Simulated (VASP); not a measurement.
# Yb (Fm-3m) in VASP: a series of runs, part 2 of 3

VASP 6.6.1.

## 4. Single point, r2SCAN

POSCAR reads:

```
Yb
1.0
    0.0000000000      2.6096620394      2.6096620394
    2.6096620394      0.0000000000      2.6096620394
    2.6096620394      2.6096620394      0.0000000000
Yb
1
Direct
    0.0000000000      0.0000000000      0.0000000000
```

INCAR.step1 reads:

```
SYSTEM = Yb
ALGO = Normal
EDIFF = 1E-4
ENCUT = 520
GGA = PE
ISMEAR = -1
LASPH = .TRUE.
LCHARG = .FALSE.
LREAL = .FALSE.
LWAVE = .TRUE.
NBANDS = 18
NELM = 100
PREC = Accurate
SIGMA = 0.03
```

INCAR.step2 reads:

```
SYSTEM = Yb
ALGO = Normal
EDIFF = 1E-6
ENCUT = 520
ISIF = 2
ISMEAR = -1
ISTART = 1
LASPH = .TRUE.
LCHARG = .FALSE.
LMIXTAU = .TRUE.
LREAL = .FALSE.
LWAVE = .FALSE.
METAGGA = R2SCAN
NBANDS = 18
NELM = 100
PREC = Accurate
SIGMA = 0.03
```

KPOINTS reads:

```
k-points
0
G
  10 10 10
  0 0 0
```

Potentials or basis: VASP PAW PBE potentials, release 64 (Yb).

Run with:

```
> cat potpaw_PBE.64/Yb/POTCAR > POTCAR
> cp INCAR.step1 INCAR
> mpirun -np 1 vasp_std > vasp.out
> cp INCAR.step2 INCAR
> mpirun -np 1 vasp_std > vasp.out
```

OUTCAR:

```text
SYSTEM = Yb
   EDIFF = 1E-6
   ENCUT = 520
   ISIF = 2
   ISMEAR = -1
   ISTART = 1
   LASPH = .TRUE.
   LREAL = .FALSE.
   METAGGA = R2SCAN
   NELM = 100
   PREC = Accurate

 ion  position               nearest neighbor table
   1  0.000  0.000  0.000-

  LATTYP: Found a face centered cubic cell.
 ALAT       =     5.2193240788

  Lattice vectors:

 A1 = (   0.0000000000,   2.6096620394,   2.6096620394)
 A2 = (   2.6096620394,   0.0000000000,   2.6096620394)
 A3 = (   2.6096620394,   2.6096620394,   0.0000000000)

Analysis of symmetry for initial positions (statically):
=====================================================================
 Subroutine PRICEL returns:
 Original cell was already a primitive cell.

 Routine SETGRP: Setting up the symmetry group for a
 face centered cubic supercell.

 Subroutine GETGRP returns: Found 48 space group operations
 (whereof 48 operations were pure point group operations)
 out of a pool of 48 trial point group operations.

The static configuration has the point symmetry O_h .

Analysis of symmetry for dynamics (positions and initial velocities):
=====================================================================
 Subroutine PRICEL returns:
 Original cell was already a primitive cell.

 Routine SETGRP: Setting up the symmetry group for a
 face centered cubic supercell.

 Subroutine GETGRP returns: Found 48 space group operations
 (whereof 48 operations were pure point group operations)
 out of a pool of 48 trial point group operations.

The dynamic configuration has the point symmetry O_h .

 Subroutine INISYM returns: Found 48 space group operations
 (whereof 48 operations are pure point group operations),
 and found     1 'primitive' translations

----------------------------------------------------------------------------------------

                                     Primitive cell

[... 96 lines left out ...]
   POTIM  = 0.5000    time-step for ionic-motion
   TEBEG  =    0.0;   TEEND  =   0.0 temperature during run
   PSTRESS=    0.0 pullay stress
   NELECT =      24.0000    total number of electrons
   NUPDOWN=      -1.0000    fix difference up-down
   EMIN   =  10.00;   EMAX   =-10.00  energy-range for DOS
   EFERMI =   0.00;   METHOD = LEGACY
   ISMEAR =    -1;   SIGMA  =   0.03  broadening in eV -4-tet -1-fermi 0-gaus
   EFERMI_NEDOS =   21; number of points for ismear=-14 and -15
   IALGO  =     38    algorithm
   IMIX   =      4    mixing-type and parameters
     AMIX     =   0.40;   BMIX     =  1.00
     AMIX_MAG =   1.60;   BMIX_MAG =  1.00
  volume/ion in A,a.u.               =      35.55       239.87
  Fermi-wavevector in a.u.,A,eV,Ry     =   1.436209  2.714041 28.064687  2.062696
  Thomas-Fermi vector in A             =   2.555423
   LORBIT       =      0    0 simple, 1 ext, 2 COOP (PROOUT), +10 PAW based schemes
   METAGGA = R2SCAN    functional components
   LHFCALC =     F    Hartree Fock is set to
   AEXX    =    0.0000 exact exchange contribution
   IVDW    =     0    specifies the selected vdW correction
   LEPSILON=     F    determine dielectric tensor
   LRPA    =     F    only Hartree local field effects (RPA)
 non-spin polarized calculation
  energy-cutoff  :      520.00
  volume of cell :       35.55
 maximum number of plane-waves:       982
   NGX = 13   NGY = 13   NGZ = 13

 number of electron      24.0000014 magnetization

 Free energy of the ion-electron system (eV)
  ---------------------------------------------------
  ext. energy  EPLUGINS =         0.00000000
  ---------------------------------------------------
  free energy    TOTEN  =       -35.53260064 eV

  energy without entropy =      -35.52944733  energy(sigma->0) =      -35.53102398

 E-fermi :   1.5745     XC(G=0): -10.1844

 val. band max:        1.5590226805   @ k =  -0.3000   0.4000   0.2000
 cond. band min:       1.5836497822   @ k =  -0.4000   0.3000   0.0000
 fundamental gap:      0.0246271017
 Fermi energy:         1.5745252724

 k-point     1 :       0.0000    0.0000    0.0000
  band No.  band energies     occupation
      1     -51.7613      2.00000
      2     -23.3176      2.00000
      3     -23.3175      2.00000
      4     -23.3175      2.00000
      5      -3.8279      2.00000
      6       1.1437      2.00000
[... 481 lines left out ...]
      5      -0.5205      2.00000
      6       1.1808      2.00000
[... 10 lines left out ...]
     17       8.4406      0.00000
     18      10.9898      0.00000

 [... further k-points ...]
[... 5 lines left out ...]
  --------------------------------------------------------------------------------------
  -------------------------------------------------------------------------------------
  Total       -0.1142146     -0.1142146     -0.1142146     -0.0000000     -0.0000000     -0.0000000
  in kB       -5.1481300     -5.1481300     -5.1481300     -0.0000000     -0.0000000     -0.0000000
  external PRESSURE =      -5.1481300 kB  Pullay stress =       0.0000000 kB

 VOLUME and BASIS-vectors are now :
 -----------------------------------------------------------------------------
  energy-cutoff  :      520.00
  volume of cell :       35.55
      direct lattice vectors                 reciprocal lattice vectors
     0.000000000  2.609662039  2.609662039    -0.191595690  0.191595690  0.191595690
     2.609662039  0.000000000  2.609662039     0.191595690 -0.191595690  0.191595690
     2.609662039  2.609662039  0.000000000     0.191595690  0.191595690 -0.191595690

 POSITION                                       TOTAL-FORCE (eV/Angst)
 -----------------------------------------------------------------------------------
      0.00000      0.00000      0.00000        -0.000000      0.000000     -0.000000
 -----------------------------------------------------------------------------------
    total drift:                               -0.000000     -0.000000     -0.000000

  FREE ENERGIE OF THE ION-ELECTRON SYSTEM (eV)
  ---------------------------------------------------
  free  energy   TOTEN  =       -35.5326006397 eV

  energy  without entropy=      -35.5294473282  energy(sigma->0) =      -35.53102398
```

OUTCAR.step1:

```text
SYSTEM = Yb
   EDIFF = 1E-4
   ENCUT = 520
   GGA = PE
   ISMEAR = -1
   LASPH = .TRUE.
   LREAL = .FALSE.
[... 719 lines left out ...]
 -----------------------------------------------------------------------------------
      0.00000      0.00000      0.00000        -0.000000     -0.000000     -0.000000
 -----------------------------------------------------------------------------------
    total drift:                               -0.000000     -0.000000     -0.000000

  FREE ENERGIE OF THE ION-ELECTRON SYSTEM (eV)
  ---------------------------------------------------
  free  energy   TOTEN  =        -3.5684105765 eV

  energy  without entropy=       -3.5652022090  energy(sigma->0) =       -3.56680639
```

Wall time 2.2 min (1 thread of Intel Xeon 6975P-C (Granite Rapids), shared host); peak memory 0.19 GiB.

What came out:

* Free energy: -35.5326 eV
* Pressure: -0.5 GPa
* Band gap on the k mesh: 0.02 eV, indirect (least direct gap 0.11 eV)

Caveat: the PAW data sets were made with another functional, which shifts forces and pressure a little; spin-orbit coupling is left out, which moves the levels of the heavy elements. Spin polarisation is off, so any magnetic state and its effect on volume and gap are missing.

## 5. Single point, r2SCAN

POSCAR is that of step 4.

INCAR.step1 reads:

```
ALGO = Normal ; EDIFF = 1E-4
ENCUT = 520 ; GGA = PE
ISMEAR = -1 ; LASPH = True
LCHARG = False ; LREAL = False
LWAVE = True ; NBANDS = 18
NELM = 60 ; PREC = Accurate
SIGMA = 0.2
```

INCAR.step2 reads:

```
ALGO = Normal ; EDIFF = 1E-7
ENCUT = 520 ; ISIF = 2
ISMEAR = -1 ; ISTART = 1
LASPH = True ; LCHARG = True
LELF = True ; LMIXTAU = True
LREAL = False ; LVHAR = True
LWAVE = False ; METAGGA = R2SCAN
NBANDS = 18 ; NELM = 60
PREC = Accurate ; SIGMA = 0.2
```

KPOINTS reads:

```
k-points
0
Gamma
  10 10 10
```

Run with:

```
> cat potpaw_PBE.64/Yb/POTCAR > POTCAR
> cp INCAR.step1 INCAR
> mpirun -np 1 vasp_std > vasp.out
> cp INCAR.step2 INCAR
> mpirun -np 1 vasp_std > vasp.out
```

Wall time 83 s (1 thread of Intel Xeon 6975P-C (Granite Rapids), shared host); peak memory 0.19 GiB.

Results (log left out):

```
Free energy            : -35.7125 eV
Pressure               : 0.2 GPa
Band gap on the k mesh : zero (band 12 reaches 1.43 eV, above the bottom of band 13 at 1.42 eV)
```

Levels at points of the mesh, in eV from the Fermi level:
```csv
k point,band 9,band 10,band 11,band 12,band 13,band 14,band 15,band 16
"(0.00, 0.00, 0.00)",-0.84,-0.76,-0.76,-0.76,3.08,3.08,3.08,5.29
"(0.50, 0.00, 0.00)",-0.84,-0.76,-0.76,-0.76,0.17,2.83,2.83,6.86
"(0.50, 0.50, 0.00)",-0.84,-0.78,-0.78,-0.77,0.09,1.66,6.88,7.32
```

Caveat: the PAW data sets were made with another functional, which shifts forces and pressure a little; spin-orbit coupling is left out, which moves the levels of the heavy elements.

(Continued in part 3 of 3.)
